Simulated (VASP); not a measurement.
Write the native input for VASP 6.6.1 that does the following.

```
Task                   : single point
Functional             : PBE
Potentials or basis    : VASP PAW PBE potentials, release 64 (Mo_sv, Se)
Cutoff                 : 520 eV
k mesh                 : 14 × 14 × 14
Occupations            : gaussian, width 0.1 eV
Spin                   : collinear spin
Starting moments       : [-0.56, 0.0] μB
Dipole correction      : no
Further INCAR settings : ALGO = Normal; EDIFF = 1e-06; NBANDS = 21
```

The structure of MoSe lies in POSCAR:

```
MoSe
1.0
    0.0000000000      2.6101627283      2.6101627283
    2.6101627283      0.0000000000      2.6101627283
    2.6101627283      2.6101627283      0.0000000000
Mo Se
1 1
Direct
    0.0000000000      0.0000000000      0.0000000000
    0.5000000000      0.5000000000      0.5000000000
```

The input as run:

INCAR

```
SYSTEM = MoSe
  PREC = Accurate
  ENCUT = 520
  EDIFF = 1E-6
  ISMEAR = 0
  SIGMA = 0.1
  LREAL = .FALSE.
  LASPH = .TRUE.
  NELM = 150
  ALGO = Normal
  ISIF = 2
  LWAVE = .FALSE.
  LCHARG = .TRUE.
  ISPIN = 2
  MAGMOM = -0.56 0
  LORBIT = 11
  LMAXMIX = 4
  GGA = PE
  LELF = .TRUE.
  LVHAR = .TRUE.
  NBANDS = 21
```

KPOINTS

```
regular mesh
0
G
  14 14 14
  0 0 0
```

Potentials or basis: VASP PAW PBE potentials, release 64 (Mo_sv, Se).

Run with:

```bash
$ cat potpaw_PBE.64/Mo_sv/POTCAR potpaw_PBE.64/Se/POTCAR > POTCAR
$ mpirun -np 1 vasp_std > vasp.out
```

It gave:

```json
{
 "Pressure": "0.2 GPa",
 "Band gap on the k mesh": "zero (filled and empty bands overlap)",
 "Net moment": "-0.01 μB per cell",
 "Valence electrons inside the program's atomic spheres": "Mo 12.37; Se 3.94"
}
```

Run time: 2.1 min on 1 thread of Intel(R) Xeon(R) 6975P-C (Granite Rapids) (shared host), peak memory 0.26 GiB.
